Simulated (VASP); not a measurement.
# HgTe in VASP: further runs

HgTe is run at these levels: PBE; tasks: single point.

Program: VASP 6.6.1. These are calculated values, not measurements. Logs are shortened: lines on timing, memory, paths and dates and some standing lists are left out, and cuts for length are marked.

## Step 1: The cell of the first run

The cell holds a wire or tube with vacuum around it, 2 atoms: a = 9.000 Å, b = 9.300 Å, c = 5.185 Å, α = 90.00°, β = 90.00°, γ = 90.00°.

## Step 2: Single point, PBE, collinear spin

Input file INCAR:

```
ALGO     = Normal         # electronic algorithm
EDIFF    = 1E-6           # SCF threshold, eV
ENCUT    = 520            # plane-wave cutoff, eV
GGA      = PE             # functional
ISIF     = 2              # what is computed and relaxed
ISMEAR   = 0              # smearing method
ISPIN    = 2              # spin polarisation
LASPH    = T              # aspherical terms in the spheres
LCHARG   = T              # write CHGCAR
LELF     = T              # ELF
LORBIT   = 11             # projections on sites
LREAL    = F              # projectors in reciprocal space
LVHAR    = T            
LWAVE    = F              # write WAVECAR
MAGMOM   = 0.5 0.5        # initial moments
NBANDS   = 20             # bands
NELM     = 150            # most SCF steps
PREC     = Accurate       # precision mode
SIGMA    = 0.05           # smearing width, eV
```

Input file KPOINTS:

```
k-points
0
Gamma
  1 1 13
```

Input file POSCAR:

```
HgTe
1.0
    9.0000000000      0.0000000000      0.0000000000
    0.0000000000      9.3000000000      0.0000000000
    0.0000000000      0.0000000000      5.1853565831
Hg Te
1 1
Direct
    0.5000000000      0.5000000000      0.0000000000
    0.5000000000      0.5000000000      0.4650000000
```

Potentials or basis: VASP PAW PBE potentials, release 64 (Hg, Te).

Run with:

```console
$ cat potpaw_PBE.64/Hg/POTCAR potpaw_PBE.64/Te/POTCAR > POTCAR
$ mpirun -np 1 vasp_std > vasp.out
```

OUTCAR:

```text
EDIFF = 1E-6
   ENCUT = 520
   GGA = PE
   ISIF = 2
   ISMEAR = 0
   ISPIN = 2
   LASPH = T
   LORBIT = 11
   LREAL = F
   NELM = 150
   PREC = Accurate

 ion  position               nearest neighbor table
   1  0.500  0.500  0.000-   2 2.41   2 2.77
   2  0.500  0.500  0.465-   1 2.41   1 2.77

  LATTYP: Found a simple orthorhombic cell.
 ALAT       =     5.1853565831
 B/A-ratio  =     1.7356569130
 C/A-ratio  =     1.7935121435

  Lattice vectors:

 A1 = (   0.0000000000,   0.0000000000,   5.1853565831)
 A2 = (   9.0000000000,   0.0000000000,   0.0000000000)
 A3 = (   0.0000000000,   9.3000000000,   0.0000000000)

Analysis of symmetry for initial positions (statically):
=====================================================================
 Subroutine PRICEL returns:
 Original cell was already a primitive cell.

 Routine SETGRP: Setting up the symmetry group for a
 simple orthorhombic supercell.

 Subroutine GETGRP returns: Found  4 space group operations
 (whereof  4 operations were pure point group operations)
 out of a pool of  8 trial point group operations.

The static configuration has the point symmetry C_2v.

Analysis of symmetry for dynamics (positions and initial velocities):
=====================================================================
 Subroutine PRICEL returns:
 Original cell was already a primitive cell.

 Routine SETGRP: Setting up the symmetry group for a
 simple orthorhombic supercell.

 Subroutine GETGRP returns: Found  4 space group operations
 (whereof  4 operations were pure point group operations)
 out of a pool of  8 trial point group operations.

The dynamic configuration has the point symmetry C_2v.

Analysis of structural, dynamic, and magnetic symmetry:
=====================================================================
 Subroutine PRICEL returns:
 Original cell was already a primitive cell.

 Routine SETGRP: Setting up the symmetry group for a
 simple orthorhombic supercell.

 Subroutine GETGRP returns: Found  4 space group operations
 (whereof  4 operations were pure point group operations)
 out of a pool of  8 trial point group operations.

The overall configuration has the point symmetry C_2v.

 Subroutine INISYM returns: Found  4 space group operations
[... 96 lines left out ...]
   IALGO  =     38    algorithm
   IMIX   =      4    mixing-type and parameters
     AMIX     =   0.40;   BMIX     =  1.00
     AMIX_MAG =   1.60;   BMIX_MAG =  1.00
  volume/ion in A,a.u.               =     217.01      1464.44
  Fermi-wavevector in a.u.,A,eV,Ry     =   0.566671  1.070853  4.369048  0.321116
  Thomas-Fermi vector in A             =   1.605164
   LORBIT       =     11    0 simple, 1 ext, 2 COOP (PROOUT), +10 PAW based schemes
   GGA     = PE    functional components
   LHFCALC =     F    Hartree Fock is set to
   AEXX    =    0.0000 exact exchange contribution
   IVDW    =     0    specifies the selected vdW correction
   LEPSILON=     F    determine dielectric tensor
   LRPA    =     F    only Hartree local field effects (RPA)
 spin polarized calculation
 Gauss-broadening in eV      SIGMA  =   0.05
  energy-cutoff  :      520.00
  volume of cell :      434.01
 maximum number of plane-waves:     11702
 NGX is ok and might be reduce to    70
   NGX = 33   NGY = 35   NGZ = 19

 number of electron      18.0000001 magnetization       0.4615331

 Free energy of the ion-electron system (eV)
  ---------------------------------------------------
  ext. energy  EPLUGINS =         0.00000000
  ---------------------------------------------------
  free energy    TOTEN  =        -1.86882394 eV

  energy without entropy =       -1.86447174  energy(sigma->0) =       -1.86664784

 E-fermi :  -4.2228     XC(G=0):  -2.4184

 val. band max:       -4.2233538211   @ k =   0.0000   0.0000   0.3846
 cond. band min:      -4.2221824866   @ k =   0.0000   0.0000   0.3846
 fundamental gap:      0.0011713345
 Fermi energy:        -4.2227967606

 spin component 1

 k-point     1 :       0.0000    0.0000    0.0000
  band No.  band energies     occupation
      1     -15.4576      1.00000
      2     -10.9043      1.00000
      3     -10.9039      1.00000
      4     -10.4141      1.00000
      5     -10.4141      1.00000
      6     -10.2533      1.00000
[... 137 lines left out ...]
      6     -10.4132      1.00000
[... 12 lines left out ...]
     19       3.5004      0.00000
     20       3.7999      0.00000
 Fermi energy:        -4.2227967606

 spin component 2

 k-point     1 :       0.0000    0.0000    0.0000
  band No.  band energies     occupation
      1     -15.2748      1.00000
      2     -10.8786      1.00000
      3     -10.8784      1.00000
      4     -10.4058      1.00000
      5     -10.4057      1.00000
      6     -10.2030      1.00000
[... 150 lines left out ...]
     19       3.5708      0.00000
     20       3.8866      0.00000

------------------------ aborting loop because EDIFF is reached ----------------------------------------

  FORCE on cell =-STRESS in cart. coord.  units (eV):
  Direction    XX          YY          ZZ          XY          YZ          ZX
  --------------------------------------------------------------------------------------
  -------------------------------------------------------------------------------------
  Total        0.0251942      0.0135205      7.4334975      0.0000000      0.0000000      0.0000000
  in kB        0.0930050      0.0499115     27.4409849      0.0000000      0.0000000      0.0000000
  external PRESSURE =       9.1946338 kB  Pullay stress =       0.0000000 kB

 VOLUME and BASIS-vectors are now :
 -----------------------------------------------------------------------------
  energy-cutoff  :      520.00
  volume of cell :      434.01
      direct lattice vectors                 reciprocal lattice vectors
     9.000000000  0.000000000  0.000000000     0.111111111  0.000000000  0.000000000
     0.000000000  9.300000000  0.000000000     0.000000000  0.107526882  0.000000000
     0.000000000  0.000000000  5.185356583     0.000000000  0.000000000  0.192850768

 POSITION                                       TOTAL-FORCE (eV/Angst)
 -----------------------------------------------------------------------------------
      4.50000      4.65000      0.00000         0.000000      0.000000     -3.458412
      4.50000      4.65000      2.41119         0.000000      0.000000      3.458412
 -----------------------------------------------------------------------------------
    total drift:                                0.000000      0.000000      0.000040

  FREE ENERGIE OF THE ION-ELECTRON SYSTEM (eV)
  ---------------------------------------------------
  free  energy   TOTEN  =        -1.8688239445 eV

  energy  without entropy=       -1.8644717406  energy(sigma->0) =       -1.86664784

 total charge

# of ion       s       p       d       tot
------------------------------------------
    1        0.918   0.287   9.347  10.553
    2        1.378   1.986   0.035   3.399
--------------------------------------------------
tot          2.296   2.273   9.382  13.951

 magnetization (x)

# of ion       s       p       d       tot
------------------------------------------
    1       -0.004  -0.005   0.026   0.018
    2        0.005   0.217   0.000   0.222
--------------------------------------------------
tot          0.001   0.213   0.026   0.240
```

It took 1.7 min on 1 thread of Intel Xeon 6975P-C (Granite Rapids), shared host; peak memory 0.63 GiB.

What came out:

```yaml
Free_energy: -1.8688 eV
Largest_force: 3.458 eV/Å
Net_moment: 0.46 μB per cell
Site_moments: Hg +0.02; Te +0.22 μB
Valence_electrons_inside_the_program's_atomic_spheres: Hg 10.55; Te 3.40
```

Forces on the atoms (eV/Å):
```
Hg   0.000  0.000 -3.458
Te   0.000  0.000  3.458
```

Caveat: spin-orbit coupling is left out, which moves the levels of the heavy elements.

## Step 3: Single point, PBE, collinear spin

This run uses another cell than the first one.

Input file INCAR:

```
PREC     = Accurate       # precision mode
ENCUT    = 520            # plane-wave cutoff, eV
EDIFF    = 1E-6           # SCF threshold, eV
ISMEAR   = 0              # smearing method
SIGMA    = 0.05           # smearing width, eV
LREAL    = False          # projectors in reciprocal space
LASPH    = True           # aspherical terms in the spheres
NELM     = 150            # most SCF steps
ALGO     = Normal         # electronic algorithm
ISIF     = 2              # what is computed and relaxed
LWAVE    = False          # write WAVECAR
LCHARG   = False          # write CHGCAR
ISPIN    = 2              # spin polarisation
MAGMOM   = 0.5 0.5        # initial moments
LORBIT   = 11             # projections on sites
GGA      = PE             # functional
NBANDS   = 20             # bands
```

Input file KPOINTS:

```
regular mesh
0
Gamma
  1 1 23
```

Input file POSCAR:

```
HgTe
1.0
   11.3000000000      0.0000000000      0.0000000000
    0.0000000000      9.3000000000      0.0000000000
    0.0000000000      0.0000000000      2.7482389890
Hg Te
1 1
Direct
    0.3967517495      0.5000000000      0.0000000000
    0.6032482505      0.5000000000      0.5000000000
```

Potentials or basis: VASP PAW PBE potentials, release 64 (Hg, Te).

Run with:

```console
$ cat potpaw_PBE.64/Hg/POTCAR potpaw_PBE.64/Te/POTCAR > POTCAR
$ mpirun -np 1 vasp_std > vasp.out
```

It took 87 s on 1 thread of Intel Xeon 6975P-C (Granite Rapids), shared host; peak memory 0.48 GiB.

Results (log left out):

```
Free energy                                           : -1.7992 eV
Largest force                                         : 3.176 eV/Å
Band gap on the k mesh                                : zero (filled and empty bands overlap)
Net moment                                            : 0.00 μB per cell
Valence electrons inside the program's atomic spheres : Hg 10.57; Te 3.43
```

Forces on the atoms (eV/Å):
```
Hg  -3.176  0.000  0.000
Te   3.176  0.000  0.000
```

Levels at points of the mesh, in eV from the Fermi level:
Spin up:
```csv
k point,band 5,band 6,band 7,band 8,band 9,band 10,band 11,band 12,band 13,band 14
"(0.00, 0.00, 0.00)",-6.69,-6.44,-5.96,-3.12,-1.68,1.61,3.40,3.85,4.34,5.10
```
Spin down:
| k point | band 7 | band 8 | band 9 | band 10 | band 11 | band 12 |
| --- | --- | --- | --- | --- | --- | --- |
| (0.00, 0.00, 0.00) | -5.96 | -3.12 | -1.68 | 1.61 | 3.40 | 3.85 |

Caveat: spin-orbit coupling is left out, which moves the levels of the heavy elements.

[end of part 1 of 2]
